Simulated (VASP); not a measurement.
# In (Im-3m) in VASP: notebook

The runs below take In through single point, relaxation of cell and atoms, with PBE.

Everything below comes from runs of VASP 6.6.1. Logs are shortened: lines on timing, memory, paths and dates and some standing lists are left out, and cuts for length are marked.

## (1) The cell of the first run

The structure is cubic, space group Im-3m (No. 229). Conventional cell: a = 3.516 Å, b = 3.516 Å, c = 3.516 Å, α = 90.00°, β = 90.00°, γ = 90.00°. In (site symmetry m-3m) has 14 In at 3.05 to 3.52 Å within 4.0 Å.

## (2) Single point, PBE (volume scaled by 0.783, to set the pressure)

Input file INCAR:

```
PREC = Accurate
ENCUT = 500
EDIFF = 1E-6
ISMEAR = -1
SIGMA = 0.08
LREAL = False
LASPH = True
NELM = 120
ALGO = Normal
ISIF = 2
LWAVE = False
LCHARG = False
GGA = PE
NBANDS = 12
GGA_COMPAT = False
```

Input file KPOINTS:

```
regular mesh
0
Gamma
  15 15 15
```

Input file POSCAR:

```
In
1.0
   -1.7582232796      1.7582232796      1.7582232796
    1.7582232796     -1.7582232796      1.7582232796
    1.7582232796      1.7582232796     -1.7582232796
In
1
Direct
    0.0000000000      0.0000000000      0.0000000000
```

Potentials or basis: VASP PAW PBE potentials, release 64 (In_d).

Command:

```console
> cat potpaw_PBE.64/In_d/POTCAR > POTCAR
> mpirun -np 1 vasp_std > vasp.out
```

OUTCAR:

```text
PREC = Accurate
   ENCUT = 500
   EDIFF = 1E-6
   ISMEAR = -1
   LREAL = False
   LASPH = True
   NELM = 120
   ISIF = 2
   GGA = PE

 ion  position               nearest neighbor table
   1  0.000  0.000  0.000-

  LATTYP: Found a body centered cubic cell.
 ALAT       =     3.5164465592

  Lattice vectors:

 A1 = (  -1.7582232796,   1.7582232796,   1.7582232796)
 A2 = (   1.7582232796,  -1.7582232796,   1.7582232796)
 A3 = (   1.7582232796,   1.7582232796,  -1.7582232796)

Analysis of symmetry for initial positions (statically):
=====================================================================
 Subroutine PRICEL returns:
 Original cell was already a primitive cell.

 Routine SETGRP: Setting up the symmetry group for a
 body centered cubic supercell.

 Subroutine GETGRP returns: Found 48 space group operations
 (whereof 48 operations were pure point group operations)
 out of a pool of 48 trial point group operations.

The static configuration has the point symmetry O_h .

Analysis of symmetry for dynamics (positions and initial velocities):
=====================================================================
 Subroutine PRICEL returns:
 Original cell was already a primitive cell.

 Routine SETGRP: Setting up the symmetry group for a
 body centered cubic supercell.

 Subroutine GETGRP returns: Found 48 space group operations
 (whereof 48 operations were pure point group operations)
 out of a pool of 48 trial point group operations.

The dynamic configuration has the point symmetry O_h .

 Subroutine INISYM returns: Found 48 space group operations
 (whereof 48 operations are pure point group operations),
 and found     1 'primitive' translations

----------------------------------------------------------------------------------------

                                     Primitive cell

  volume of cell :      21.7411

  direct lattice vectors                    reciprocal lattice vectors
    -1.758223280  1.758223280  1.758223280     0.000000000  0.284377989  0.284377989
     1.758223280 -1.758223280  1.758223280     0.284377989  0.000000000  0.284377989
     1.758223280  1.758223280 -1.758223280     0.284377989  0.284377989  0.000000000

  length of vectors
     3.045332051  3.045332051  3.045332051     0.402171209  0.402171209  0.402171209

  position of ions in fractional coordinates (direct lattice)
     0.000000000  0.000000000  0.000000000

[... 80 lines left out ...]
   NFREE  =      0    steps in history (QN), initial steepest desc. (CG)
   ISIF   =      2    stress and relaxation
   ISYM   =      2    0-nonsym 1-usesym 2-fastsym
   POTIM  = 0.5000    time-step for ionic-motion
   TEBEG  =    0.0;   TEEND  =   0.0 temperature during run
   PSTRESS=    0.0 pullay stress
   NELECT =      13.0000    total number of electrons
   NUPDOWN=      -1.0000    fix difference up-down
   EMIN   =  10.00;   EMAX   =-10.00  energy-range for DOS
   EFERMI =   0.00;   METHOD = LEGACY
   ISMEAR =    -1;   SIGMA  =   0.08  broadening in eV -4-tet -1-fermi 0-gaus
   EFERMI_NEDOS =   21; number of points for ismear=-14 and -15
   IALGO  =     38    algorithm
   IMIX   =      4    mixing-type and parameters
     AMIX     =   0.40;   BMIX     =  1.00
     AMIX_MAG =   1.60;   BMIX_MAG =  1.00
  volume/ion in A,a.u.               =      21.74       146.72
  Fermi-wavevector in a.u.,A,eV,Ry     =   1.379204  2.606318 25.881062  1.902204
  Thomas-Fermi vector in A             =   2.504195
   LORBIT       =      0    0 simple, 1 ext, 2 COOP (PROOUT), +10 PAW based schemes
   GGA     = PE    functional components
   LHFCALC =     F    Hartree Fock is set to
   AEXX    =    0.0000 exact exchange contribution
   IVDW    =     0    specifies the selected vdW correction
   LEPSILON=     F    determine dielectric tensor
   LRPA    =     F    only Hartree local field effects (RPA)
 non-spin polarized calculation
  energy-cutoff  :      500.00
  volume of cell :       21.74
 maximum number of plane-waves:       567
   NGX = 11   NGY = 11   NGZ = 11

 number of electron      12.9999993 magnetization

 Free energy of the ion-electron system (eV)
  ---------------------------------------------------
  ext. energy  EPLUGINS =         0.00000000
  ---------------------------------------------------
  free energy    TOTEN  =        -2.31983499 eV

  energy without entropy =       -2.31176370  energy(sigma->0) =       -2.31579935

 E-fermi :   9.8898     XC(G=0): -11.1668

 val. band max:        9.8280928816   @ k =   0.2667   0.2667   0.0000
 cond. band min:       9.8929154390   @ k =  -0.4000   0.4000   0.2000
 fundamental gap:      0.0648225574
 Fermi energy:         9.8898047337

 k-point     1 :       0.0000    0.0000    0.0000
  band No.  band energies     occupation
      1      -5.1329      2.00000
      2      -5.1329      2.00000
      3      -5.1329      2.00000
      4      -4.6939      2.00000
      5      -4.6939      2.00000
      6      -1.0983      2.00000
      7      23.2046      0.00000
      8      23.2046      0.00000
      9      23.2046      0.00000
     10      23.3620      0.00000
     11      23.3620      0.00000
     12      23.3620      0.00000
[... 331 lines left out ...]
 k-point    24 :       0.4000    0.2000    0.0000
  band No.  band energies     occupation
      1      -5.2717      2.00000
      2      -5.0986      2.00000
      3      -4.7721      2.00000
      4      -4.7160      2.00000
      5      -4.5430      2.00000
      6       6.5438      2.00000
      7       6.8258      2.00000
      8      12.0532      0.00000
      9      16.9347      0.00000
     10      22.8975      0.00000
     11      26.3995      0.00000
     12      27.3587      0.00000

 [... further k-points ...]

------------------------ aborting loop because EDIFF is reached ----------------------------------------

  FORCE on cell =-STRESS in cart. coord.  units (eV):
  Direction    XX          YY          ZZ          XY          YZ          ZX
  --------------------------------------------------------------------------------------
  -------------------------------------------------------------------------------------
  Total        2.1554956      2.1554956      2.1554956      0.0000000      0.0000000      0.0000000
  in kB      158.8457694    158.8457694    158.8457694      0.0000000      0.0000000      0.0000000
  external PRESSURE =     158.8457694 kB  Pullay stress =       0.0000000 kB

 VOLUME and BASIS-vectors are now :
 -----------------------------------------------------------------------------
  energy-cutoff  :      500.00
  volume of cell :       21.74
      direct lattice vectors                 reciprocal lattice vectors
    -1.758223280  1.758223280  1.758223280     0.000000000  0.284377989  0.284377989
     1.758223280 -1.758223280  1.758223280     0.284377989  0.000000000  0.284377989
     1.758223280  1.758223280 -1.758223280     0.284377989  0.284377989  0.000000000

 POSITION                                       TOTAL-FORCE (eV/Angst)
 -----------------------------------------------------------------------------------
      0.00000      0.00000      0.00000         0.000000      0.000000     -0.000000
 -----------------------------------------------------------------------------------
    total drift:                                0.000000      0.000000      0.000000

  FREE ENERGIE OF THE ION-ELECTRON SYSTEM (eV)
  ---------------------------------------------------
  free  energy   TOTEN  =        -2.3198349929 eV

  energy  without entropy=       -2.3117636973  energy(sigma->0) =       -2.31579935
```

Wall time 35 s (1 thread of Intel Xeon 8259CL, shared host); peak memory 0.15 GiB.

Results:

| Quantity | Value |
| --- | --- |
| Free energy | -2.3198 eV |
| Pressure | 15.9 GPa |

Caveat: the cell differs from its parent crystal (volume scaled by 0.783, to set the pressure); spin-orbit coupling is left out, which moves the levels of the heavy elements.

## (3) Single point, PBE

Input file INCAR:

```
PREC = Accurate
ENCUT = 500
EDIFF = 1E-6
ISMEAR = -1
SIGMA = 0.08
LREAL = F
LASPH = T
NELM = 120
ALGO = Normal
ISIF = 2
LWAVE = F
LCHARG = T
GGA = PE
LELF = T
LVHAR = T
NBANDS = 12
GGA_COMPAT = F
```

Input file KPOINTS:

```
Automatic mesh
0
Gamma
  15 15 15
```

Input file POSCAR:

```
In
1.0
   -1.7577949869      1.7577949869      1.7577949869
    1.7577949869     -1.7577949869      1.7577949869
    1.7577949869      1.7577949869     -1.7577949869
In
1
Direct
    0.0000000000      0.0000000000      0.0000000000
```

Potentials or basis: VASP PAW PBE potentials, release 64 (In_d).

Command:

```console
> cat potpaw_PBE.64/In_d/POTCAR > POTCAR
> mpirun -np 1 vasp_std > vasp.out
```

Wall time 38 s (1 thread of Intel Xeon 8259CL, shared host); peak memory 0.15 GiB.

Results (log left out):

```yaml
Free_energy: -2.3182 eV
Pressure: 16.0 GPa
```

Levels at points of the mesh, in eV from the Fermi level:
| k point | band 2 | band 3 | band 4 | band 5 | band 6 | band 7 | band 8 | band 9 | band 10 | band 11 |
| --- | --- | --- | --- | --- | --- | --- | --- | --- | --- | --- |
| (0.00, 0.00, 0.00) | -15.02 | -15.02 | -14.58 | -14.58 | -10.99 | 13.32 | 13.32 | 13.32 | 13.47 | 13.47 |

Caveat: spin-orbit coupling is left out, which moves the levels of the heavy elements.

## (4) Single point, PBE

Input file INCAR:

```
SYSTEM = In
  ALGO = Normal
  EDIFF = 1E-6
  ENCUT = 500
  GGA = PE
  GGA_COMPAT = .FALSE.
  ISIF = 2
  ISMEAR = -1
  LASPH = .TRUE.
  LCHARG = .FALSE.
  LREAL = .FALSE.
  LWAVE = .FALSE.
  NBANDS = 12
  NELM = 120
  PREC = Accurate
  SIGMA = 0.08
```

Input file KPOINTS:

```
k-points
0
G
  15 15 15
  0 0 0
```

POSCAR is that of step 3.

Command:

```console
> cat potpaw_PBE.64/In_d/POTCAR > POTCAR
> mpirun -np 1 vasp_std > vasp.out
```

Run time: 37 s. Hardware: 1 thread of Intel Xeon 8259CL, shared host; peak memory 0.15 GiB.

It converged, with:

* Free energy: -2.3182 eV
* Pressure: 16.0 GPa

Levels at points of the mesh, in eV from the Fermi level:
```tsv
k point	band 2	band 3	band 4	band 5	band 6	band 7	band 8	band 9	band 10	band 11
(0.00, 0.00, 0.00)	-15.02	-15.02	-14.58	-14.58	-10.99	13.32	13.32	13.32	13.47	13.47
```

Caveat: spin-orbit coupling is left out, which moves the levels of the heavy elements.

## (5) Single point, PBE

This run uses another cell than the first one, of 27.77 Å³/atom, 1.277 times its volume.

Input file INCAR:

```
SYSTEM = In
ALGO     = Normal         ! electronic algorithm
EDIFF    = 1E-6           ! SCF threshold, eV
ENCUT    = 500            ! plane-wave cutoff, eV
GGA      = PE             ! functional
GGA_COMPAT= .FALSE.      
ISIF     = 2              ! what is computed and relaxed
ISMEAR   = -1             ! smearing method
LASPH    = .TRUE.         ! aspherical terms in the spheres
LCHARG   = .FALSE.        ! write CHGCAR
LREAL    = .FALSE.        ! projectors in reciprocal space
LWAVE    = .FALSE.        ! write WAVECAR
NBANDS   = 12             ! bands
NELM     = 120            ! most SCF steps
PREC     = Accurate       ! precision mode
SIGMA    = 0.08           ! smearing width, eV
```

KPOINTS is that of step 4.

Input file POSCAR:

```
In
1.0
   -1.9075976202      1.9075976202      1.9075976202
    1.9075976202     -1.9075976202      1.9075976202
    1.9075976202      1.9075976202     -1.9075976202
In
1
Direct
    0.0000000000      0.0000000000      0.0000000000
```

Command:

```console
> cat potpaw_PBE.64/In_d/POTCAR > POTCAR
> mpirun -np 1 vasp_std > vasp.out
```

It took 40 s on 1 thread of Intel Xeon 8259CL, shared host; peak memory 0.16 GiB.

Results (log left out):

```
Free energy : -2.5532 eV
Pressure    : 0.0 GPa
```

Levels at points of the mesh, in eV from the Fermi level:
```tsv
k point	band 4	band 5	band 6	band 7	band 8	band 9
(0.00, 0.00, 0.00)	-14.39	-14.39	-9.14	10.47	10.47	10.47
```

Caveat: spin-orbit coupling is left out, which moves the levels of the heavy elements.

## (6) Relaxation of cell and atoms, PBE, target pressure 16 GPa, at which the enthalpy is minimised

Input file INCAR:

```
SYSTEM = In
  PREC = Accurate
  ENCUT = 500
  EDIFF = 1E-7
  ISMEAR = -1
  SIGMA = 0.08
  LREAL = .False.
  LASPH = .True.
  NELM = 120
  ALGO = Normal
  ISIF = 3
  LWAVE = .False.
  LCHARG = .False.
  GGA = PE
  IBRION = 2
  NSW = 32
  EDIFFG = -0.005
  PSTRESS = 160.0
  GGA_COMPAT = .False.
  NELMIN = 4
```

Input file KPOINTS:

```
Automatic mesh
0
Gamma
  15 15 15
  0 0 0
```

Input file POSCAR:

```
In
1.0
   -1.7577949869      1.7577949869      1.7577949869
    1.7577949869     -1.7577949869      1.7577949869
    1.7577949869      1.7577949869     -1.7577949869
In
1
Direct
    0.0000000000      0.0000000000      0.0000000000
```

Potentials or basis: VASP PAW PBE potentials, release 64 (In_d).

Command:

```console
> cat potpaw_PBE.64/In_d/POTCAR > POTCAR
> mpirun -np 1 vasp_std > vasp.out
```

OUTCAR:

```text
SYSTEM = In
   PREC = Accurate
   ENCUT = 500
   EDIFF = 1E-7
   ISMEAR = -1
   LREAL = .False.
   LASPH = .True.
   NELM = 120
   ISIF = 3
   GGA = PE
   IBRION = 2
   NSW = 32
   EDIFFG = -0.005
   PSTRESS = 160.0
   NELMIN = 4

 ion  position               nearest neighbor table
   1  0.000  0.000  0.000-

  LATTYP: Found a body centered cubic cell.
 ALAT       =     3.5155899738

  Lattice vectors:

 A1 = (  -1.7577949869,   1.7577949869,   1.7577949869)
 A2 = (   1.7577949869,  -1.7577949869,   1.7577949869)
 A3 = (   1.7577949869,   1.7577949869,  -1.7577949869)

Analysis of symmetry for initial positions (statically):
=====================================================================
 Subroutine PRICEL returns:
 Original cell was already a primitive cell.

 Routine SETGRP: Setting up the symmetry group for a
 body centered cubic supercell.

 Subroutine GETGRP returns: Found 48 space group operations
 (whereof 48 operations were pure point group operations)
 out of a pool of 48 trial point group operations.

The static configuration has the point symmetry O_h .

Analysis of symmetry for dynamics (positions and initial velocities):
[... 166 lines left out ...]
  in kB      159.5871031    159.5871031    159.5871031     -0.0000000     -0.0000000     -0.0000000
  external PRESSURE =      -0.4128969 kB  Pullay stress =     160.0000000 kB
[... 61 lines left out ...]
--------------------------------------- Ionic step        3  -------------------------------------------

 number of electron      12.9999993 magnetization

 Free energy of the ion-electron system (eV)
  ---------------------------------------------------
  ext. energy  EPLUGINS =         0.00000000
  ---------------------------------------------------
  free energy    TOTEN  =        -2.31789739 eV

  energy without entropy =       -2.30983210  energy(sigma->0) =       -2.31386474

 E-fermi :   9.9025     XC(G=0): -11.1713

 val. band max:        9.8415110124   @ k =   0.2667   0.2667   0.0000
 cond. band min:       9.9056741242   @ k =  -0.4000   0.4000   0.2000
 fundamental gap:      0.0641631118
 Fermi energy:         9.9025334640

 k-point     1 :       0.0000    0.0000    0.0000
  band No.  band energies     occupation
      1      -5.1225      2.00000
      2      -5.1225      2.00000
      3      -5.1225      2.00000
      4      -4.6825      2.00000
      5      -4.6825      2.00000
      6      -1.0935      2.00000
      7      23.2286      0.00000
      8      23.2286      0.00000
      9      23.2289      0.00000
     10      23.3764      0.00000
[... 287 lines left out ...]
 k-point    24 :       0.4000    0.2000    0.0000
  band No.  band energies     occupation
      1      -5.2617      2.00000
      2      -5.0883      2.00000
      3      -4.7609      2.00000
      4      -4.7047      2.00000
      5      -4.5314      2.00000
      6       6.5564      2.00000
      7       6.8347      2.00000
      8      12.0668      0.00000
      9      16.9508      0.00000
     10      22.9161      0.00000

 [... further k-points ...]

------------------------ aborting loop because EDIFF is reached ----------------------------------------

  FORCE on cell =-STRESS in cart. coord.  units (eV):
  Direction    XX          YY          ZZ          XY          YZ          ZX
  --------------------------------------------------------------------------------------
  -------------------------------------------------------------------------------------
  Total        2.1711697      2.1711697      2.1711697      0.0000000     -0.0000000     -0.0000000
  in kB      160.1434278    160.1434278    160.1434278      0.0000000     -0.0000000     -0.0000000
  external PRESSURE =       0.1434278 kB  Pullay stress =     160.0000000 kB
[... 20 lines left out ...]
  energy  without entropy=       -2.3098320959  energy(sigma->0) =       -2.31386474

  enthalpy is  TOTEN    =        -0.1486722443 eV   P V=        2.1692251412

 reached required accuracy - stopping structural energy minimisation
```

Run time: 68 s. Hardware: 1 thread of Intel Xeon 8259CL, shared host; peak memory 0.16 GiB.

Results:

- Free energy: -2.3179 eV
- Relaxed volume: 21.72 Å³/atom
- Relaxed cell: a = 3.044 Å, b = 3.044 Å, c = 3.044 Å, α = 109.47°, β = 109.47°, γ = 109.47°
- Space group after relaxing (to 0.05 Å): Im-3m (No. 229)
- Energy change on relaxing (the enthalpy is what falls): +0.3 meV/atom
- Ionic steps: 3
- Pressure after relaxing: 16.0 GPa

Step by step:
| step | energy change (eV) | largest force (eV/Å) | pressure (GPa) | volume (Å³) |
| --- | --- | --- | --- | --- |
| 1 | 0.0000 | 0.0000 | 15.96 | 21.73 |
| 2 | 0.0018 | 0.0000 | 16.08 | 21.71 |
| 3 | 0.0003 | 0.0000 | 16.01 | 21.72 |

Final structure:
```
CELL_PARAMETERS angstrom
-1.75770 1.75770 1.75770
1.75770 -1.75770 1.75770
1.75770 1.75770 -1.75770
ATOMIC_POSITIONS crystal
In 0.00000 0.00000 0.00000
```

Caveat: the cell is relaxed towards a set pressure, so the enthalpy falls and the energy may rise; spin-orbit coupling is left out, which moves the levels of the heavy elements.

## (7) The runs side by side

```csv
task,cell,gap on the mesh (eV),pressure (GPa)
single point,"a = 3.045 Å, angles 109.5°, 1 atom",none,16.0
single point,"a = 3.304 Å, angles 109.5°, 1 atom",none,0.0
relaxation of cell and atoms,"relaxed to 16 GPa from a = 3.045 Å, angles 109.5°, 1 atom",none,16.0
```

Alike in all rows: level PBE; potentials or basis VASP PAW PBE potentials, release 64 (In_d); no spin polarisation; k mesh 15 × 15 × 15; cutoff (eV) 500; smearing fermi-dirac 0.08 eV.

Caveats: spin-orbit coupling is left out, which moves the levels of the heavy elements; the cell is relaxed towards a set pressure, so the enthalpy falls and the energy may rise (some runs).

Absolute energies hang on the potentials; compare differences alone.
